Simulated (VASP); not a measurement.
# Si2Ge3 (P6/mmm) in VASP: further runs

Runs on Si2Ge3. Level: PBE. Tasks: single point, relaxation of cell and atoms.

All numbers are computed with VASP 6.6.1; they aren't measurements. Logs are shortened: lines on timing, memory, paths and dates and some standing lists are left out, and cuts for length are marked.

### Step 1. The cell of the first run

The structure is hexagonal, space group P6/mmm (No. 191). The conventional cell has a = 2.789 Å, b = 2.789 Å, c = 13.097 Å, α = 90.00°, β = 90.00°, γ = 120.00°. Si (site symmetry 6mm) has 7 Si at 2.62 to 2.79 Å and 1 Ge at 2.62 Å within 3.5 Å. Ge (site symmetry 6mm) has 1 Si at 2.62 Å and 7 Ge at 2.62 to 2.79 Å within 3.5 Å. Ge (site symmetry 6/mmm) has 8 Ge at 2.62 to 2.79 Å within 3.5 Å.

### Step 2. Single point, PBE

INCAR reads:

```
SYSTEM = Si2Ge3
ALGO = Normal
EDIFF = 1E-6
ENCUT = 520
GGA = PE
ISIF = 2
ISMEAR = 0
LASPH = .True.
LCHARG = .False.
LREAL = .False.
LWAVE = .False.
NBANDS = 33
NELM = 100
PREC = Accurate
SIGMA = 0.1
```

KPOINTS reads:

```
k-points
0
Gamma
  6 6 2
  0 0 0
```

POSCAR reads:

```
Si2Ge3
1.0
    2.7893261400      0.0000000000      0.0000000000
   -1.3946630700      2.4156272900      0.0000000000
    0.0000000000      0.0000000000     13.0966969500
Si Ge
2 3
Direct
    0.0000000000      0.0000000000      0.9000000000
    0.0000000000      0.0000000000      0.1000000000
    0.0000000000      0.0000000000      0.3000000000
    0.0000000000      0.0000000000      0.5000000000
    0.0000000000      0.0000000000      0.7000000000
```

Potentials or basis: VASP PAW PBE potentials, release 64 (Si, Ge_d).

Launch:

```console
> cat potpaw_PBE.64/Si/POTCAR potpaw_PBE.64/Ge_d/POTCAR > POTCAR
> mpirun -np 1 vasp_std > vasp.out
```

OUTCAR:

```text
SYSTEM = Si2Ge3
   EDIFF = 1E-6
   ENCUT = 520
   GGA = PE
   ISIF = 2
   ISMEAR = 0
   LASPH = .True.
   LREAL = .False.
   NELM = 100
   PREC = Accurate

 ion  position               nearest neighbor table
   1  0.000  0.000  0.900-   5 2.62   2 2.62
   2  0.000  0.000  0.100-   3 2.62   1 2.62
   3  0.000  0.000  0.300-   2 2.62   4 2.62
   4  0.000  0.000  0.500-   3 2.62   5 2.62
   5  0.000  0.000  0.700-   1 2.62   4 2.62

  LATTYP: Found a hexagonal cell.
 ALAT       =     2.7893261400
 C/A-ratio  =     4.6952906518

  Lattice vectors:

 A1 = (   2.7893261400,   0.0000000000,   0.0000000000)
 A2 = (  -1.3946630700,   2.4156272900,   0.0000000000)
 A3 = (   0.0000000000,   0.0000000000,  13.0966969500)

Analysis of symmetry for initial positions (statically):
=====================================================================
 Subroutine PRICEL returns:
 Original cell was already a primitive cell.

 Routine SETGRP: Setting up the symmetry group for a
 hexagonal supercell.

 Subroutine GETGRP returns: Found 24 space group operations
 (whereof 24 operations were pure point group operations)
 out of a pool of 24 trial point group operations.

The static configuration has the point symmetry D_6h.

Analysis of symmetry for dynamics (positions and initial velocities):
=====================================================================
 Subroutine PRICEL returns:
 Original cell was already a primitive cell.

 Routine SETGRP: Setting up the symmetry group for a
 hexagonal supercell.

 Subroutine GETGRP returns: Found 24 space group operations
 (whereof 24 operations were pure point group operations)
 out of a pool of 24 trial point group operations.

The dynamic configuration has the point symmetry D_6h.

 Subroutine INISYM returns: Found 24 space group operations
 (whereof 24 operations are pure point group operations),
 and found     1 'primitive' translations

----------------------------------------------------------------------------------------

                                     Primitive cell

  volume of cell :      88.2452

  direct lattice vectors                    reciprocal lattice vectors
     2.789326140  0.000000000  0.000000000     0.358509529  0.206985574  0.000000000
    -1.394663070  2.415627290  0.000000000     0.000000000  0.413971147  0.000000000
     0.000000000  0.000000000 13.096696950     0.000000000  0.000000000  0.076355130

  length of vectors
     2.789326140  2.789326134 13.096696950     0.413971146  0.413971147  0.076355130

  position of ions in fractional coordinates (direct lattice)
     0.000000000  0.000000000  0.900000000
     0.000000000  0.000000000  0.100000000
     0.000000000  0.000000000  0.300000000
     0.000000000  0.000000000  0.500000000
     0.000000000  0.000000000  0.700000000

  ion indices of the primitive-cell ions
   primitive index   ion index
                 1           1
                 2           2
                 3           3
                 4           4
                 5           5

----------------------------------------------------------------------------------------

 KPOINTS: k-points

Automatic generation of k-mesh.
 Grid dimensions read from file:
 generate k-points for:    6    6    2

 Generating k-lattice:

  Cartesian coordinates                     Fractional coordinates (reciprocal lattice)
     0.059751588  0.034497596  0.000000000     0.166666667 -0.000000000  0.000000000
     0.000000000  0.068995191  0.000000000     0.000000000  0.166666667  0.000000000
     0.000000000  0.000000000  0.038177565     0.000000000  0.000000000  0.500000000

  Length of vectors
     0.068995191  0.068995191  0.038177565

  Shift w.r.t. Gamma in fractional coordinates (k-lattice)
     0.000000000  0.000000000  0.000000000

 Subroutine IBZKPT returns following result:
 ===========================================

 Found     14 irreducible k-points:

 Following reciprocal coordinates:
            Coordinates               Weight
  0.000000  0.000000  0.000000      1.000000
  0.166667 -0.000000  0.000000      6.000000
  0.333333  0.000000  0.000000      6.000000
  0.500000 -0.000000  0.000000      3.000000
  0.166667  0.166667  0.000000      6.000000
  0.333333  0.166667  0.000000     12.000000
  0.333333  0.333333  0.000000      2.000000
  0.000000  0.000000  0.500000      1.000000
  0.166667 -0.000000  0.500000      6.000000
  0.333333  0.000000  0.500000      6.000000
  0.500000 -0.000000  0.500000      3.000000
  0.166667  0.166667  0.500000      6.000000
  0.333333  0.166667  0.500000     12.000000
  0.333333  0.333333  0.500000      2.000000
   k-points           NKPTS =     14   k-points in BZ     NKDIM =     14   number of bands    NBANDS=     33
   number of dos      NEDOS =    301   number of ions     NIONS =      5
   total plane-waves  NPLWV =  56448
   dimension x,y,z NGX =    24 NGY =   24 NGZ =   98
   dimension x,y,z NGXF=    48 NGYF=   48 NGZF=  196
   ions per type =               2   3
   NGX,Y,Z   is equivalent  to a cutoff of  14.30, 14.30, 12.44 a.u.
   NGXF,Y,Z  is equivalent  to a cutoff of  28.61, 28.61, 24.88 a.u.
 SYSTEM =  Si2Ge3
   PREC   = accura    normal or accurate (medium, high low for compatibility)
   ISTART =      0    job   : 0-new  1-cont  2-samecut
   ICHARG =      2    charge: 1-file 2-atom 10-const
   ISPIN  =      1    spin polarized calculation?
   LNONCOLLINEAR =      F non collinear calculations
   LSORBIT =      F    spin-orbit coupling
   LASPH  =      T    aspherical Exc in radial PAW
   ENCUT  =  520.0 eV  38.22 Ry    6.18 a.u.   5.19  5.19 24.35*2*pi/ulx,y,z
   NELM   =    100;   NELMIN=  2; NELMDL= -5     # of ELM steps
   EDIFF  = 0.1E-05   stopping-criterion for ELM
   LREAL  =      F    real-space projection
   EDIFFG = 0.1E-04   stopping-criterion for IOM
   NSW    =      0    number of steps for IOM
   IBRION =     -1    ionic relax: 0-MD 1-quasi-New 2-CG
   NFREE  =      0    steps in history (QN), initial steepest desc. (CG)
   ISIF   =      2    stress and relaxation
   ISYM   =      2    0-nonsym 1-usesym 2-fastsym
   POTIM  = 0.5000    time-step for ionic-motion
   TEBEG  =    0.0;   TEEND  =   0.0 temperature during run
   PSTRESS=    0.0 pullay stress
   NELECT =      50.0000    total number of electrons
   NUPDOWN=      -1.0000    fix difference up-down
   EMIN   =  10.00;   EMAX   =-10.00  energy-range for DOS
   EFERMI =   0.00;   METHOD = LEGACY
   ISMEAR =     0;   SIGMA  =   0.10  broadening in eV -4-tet -1-fermi 0-gaus
   EFERMI_NEDOS =   21; number of points for ismear=-14 and -15
   IALGO  =     38    algorithm
   IMIX   =      4    mixing-type and parameters
     AMIX     =   0.40;   BMIX     =  1.00
     AMIX_MAG =   1.60;   BMIX_MAG =  1.00
  volume/ion in A,a.u.               =      17.65       119.10
  Fermi-wavevector in a.u.,A,eV,Ry     =   1.354673  2.559961 24.968584  1.835139
  Thomas-Fermi vector in A             =   2.481825
   LORBIT       =      0    0 simple, 1 ext, 2 COOP (PROOUT), +10 PAW based schemes
   GGA     = PE    functional components
   LHFCALC =     F    Hartree Fock is set to
   AEXX    =    0.0000 exact exchange contribution
   IVDW    =     0    specifies the selected vdW correction
   LEPSILON=     F    determine dielectric tensor
   LRPA    =     F    only Hartree local field effects (RPA)
 non-spin polarized calculation
 Gauss-broadening in eV      SIGMA  =   0.10
  energy-cutoff  :      520.00
  volume of cell :       88.25
 maximum number of plane-waves:      2398
 NGX is ok and might be reduce to    24
   NGX = 11   NGY = 11   NGZ = 49

 number of electron      49.9999966 magnetization

 Free energy of the ion-electron system (eV)
  ---------------------------------------------------
  ext. energy  EPLUGINS =         0.00000000
  ---------------------------------------------------
  free energy    TOTEN  =       -22.71234133 eV

  energy without entropy =      -22.70643643  energy(sigma->0) =      -22.70938888

 E-fermi :   7.5465     XC(G=0): -11.0695

 val. band max:        7.4780342663   @ k =   0.3333   0.1667   0.0000
 cond. band min:       7.8234999539   @ k =   0.3333   0.1667   0.0000
 fundamental gap:      0.3454656876
 Fermi energy:         7.5464715193

 k-point     1 :       0.0000    0.0000    0.0000
  band No.  band energies     occupation
      1     -17.3649      2.00000
      2     -17.3045      2.00000
      3     -17.3045      2.00000
      4     -17.2624      2.00000
      5     -17.2624      2.00000
      6     -17.2619      2.00000
[... 25 lines left out ...]
     32      16.9380      0.00000
     33      18.6430      0.00000

 k-point     2 :       0.1667   -0.0000    0.0000
  band No.  band energies     occupation
      1     -17.3487      2.00000
      2     -17.3080      2.00000
      3     -17.2761      2.00000
      4     -17.2714      2.00000
      5     -17.2657      2.00000
      6     -17.2238      2.00000
[... 25 lines left out ...]
     32      15.1152      0.00000
     33      15.1170      0.00000

 k-point     3 :       0.3333    0.0000    0.0000
  band No.  band energies     occupation
      1     -17.3628      2.00000
      2     -17.3095      2.00000
      3     -17.3078      2.00000
      4     -17.2631      2.00000
      5     -17.2596      2.00000
      6     -17.2053      2.00000
[... 25 lines left out ...]
     32      13.2391      0.00000
     33      13.9311      0.00000

 k-point     4 :       0.5000   -0.0000    0.0000
  band No.  band energies     occupation
      1     -17.3771      2.00000
      2     -17.3240      2.00000
      3     -17.3233      2.00000
      4     -17.2873      2.00000
      5     -17.2360      2.00000
      6     -17.2107      2.00000
[... 313 lines left out ...]
     32      12.2237      0.00000
     33      13.1501      0.00000

 k-point    13 :       0.3333    0.1667    0.5000
  band No.  band energies     occupation
      1     -17.3312      2.00000
      2     -17.2823      2.00000
      3     -17.2783      2.00000
      4     -17.2744      2.00000
      5     -17.2499      2.00000
      6     -17.2233      2.00000
[... 25 lines left out ...]
     32      10.3086      0.00000
     33      11.3954      0.00000

 k-point    14 :       0.3333    0.3333    0.5000
  band No.  band energies     occupation
      1     -17.2662      2.00000
      2     -17.2566      2.00000
      3     -17.2566      2.00000
      4     -17.2387      2.00000
      5     -17.2387      2.00000
      6     -17.1958      2.00000
[... 25 lines left out ...]
     32      11.0805      0.00000
     33      11.2047      0.00000

------------------------ aborting loop because EDIFF is reached ----------------------------------------

  FORCE on cell =-STRESS in cart. coord.  units (eV):
  Direction    XX          YY          ZZ          XY          YZ          ZX
  --------------------------------------------------------------------------------------
  -------------------------------------------------------------------------------------
  Total       -1.8416494     -1.8416494      6.8310496      0.0000000      0.0000000      0.0000000
  in kB      -33.4369413    -33.4369412    124.0243678      0.0000000      0.0000000      0.0000000
  external PRESSURE =      19.0501618 kB  Pullay stress =       0.0000000 kB

 VOLUME and BASIS-vectors are now :
 -----------------------------------------------------------------------------
  energy-cutoff  :      520.00
  volume of cell :       88.25
      direct lattice vectors                 reciprocal lattice vectors
     2.789326140  0.000000000  0.000000000     0.358509529  0.206985574  0.000000000
    -1.394663070  2.415627290  0.000000000     0.000000000  0.413971147  0.000000000
     0.000000000  0.000000000 13.096696950     0.000000000  0.000000000  0.076355130

 POSITION                                       TOTAL-FORCE (eV/Angst)
 -----------------------------------------------------------------------------------
      0.00000      0.00000     11.78703        -0.000000     -0.000000      0.398796
      0.00000      0.00000      1.30967        -0.000000      0.000000     -0.398796
      0.00000      0.00000      3.92901        -0.000000      0.000000     -0.453495
      0.00000      0.00000      6.54835         0.000000      0.000000      0.000000
      0.00000      0.00000      9.16769         0.000000     -0.000000      0.453495
 -----------------------------------------------------------------------------------
    total drift:                                0.000000      0.000000      0.000000

  FREE ENERGIE OF THE ION-ELECTRON SYSTEM (eV)
  ---------------------------------------------------
  free  energy   TOTEN  =       -22.7123413338 eV

  energy  without entropy=      -22.7064364278  energy(sigma->0) =      -22.70938888
```

It took 85 s on 1 thread of Intel Xeon 8259CL, shared host; peak memory 0.23 GiB.

Results:

| Item | Value |
| --- | --- |
| Free energy | -22.7123 eV |
| Pressure | 1.9 GPa |
| Largest force | 0.453 eV/Å |
| Band gap on the k mesh | zero (bands 25 and 26 overlap by 9.80 eV) |

Forces on the atoms (eV/Å):
```
Si   0.000  0.000  0.399
Si   0.000  0.000 -0.399
Ge   0.000  0.000 -0.453
Ge   0.000  0.000  0.000
Ge   0.000  0.000  0.453
```

Stress tensor (GPa, compression positive):
```
-3.34  0.00  0.00
 0.00 -3.34  0.00
 0.00  0.00 12.40
```

Levels at points of the mesh, in eV from the Fermi level:
| k point | band 22 | band 23 | band 24 | band 25 | band 26 | band 27 | band 28 | band 29 |
| --- | --- | --- | --- | --- | --- | --- | --- | --- |
| (0.00, 0.00, 0.00) | -4.94 | 0.61 | 0.69 | 6.83 | 8.58 | 8.58 | 8.77 | 9.39 |
| (0.50, 0.00, 0.00) | -4.88 | -4.39 | -3.36 | -3.21 | -0.34 | -0.25 | 3.26 | 4.05 |
| (0.00, 0.00, 0.50) | -2.43 | -2.40 | 3.88 | 4.19 | 8.65 | 8.65 | 8.96 | 8.96 |
| (0.50, 0.00, 0.50) | -4.35 | -4.31 | -3.23 | -2.72 | -2.07 | 2.28 | 2.30 | 2.61 |

Caveat: the k points lie up to 0.43 Å⁻¹ apart, too coarse for converged energies and pressures of a metal.

(Part 1 of 2 ends here.)

The gap in the log of VASP goes by the Fermi energy; the results here count the filled bands.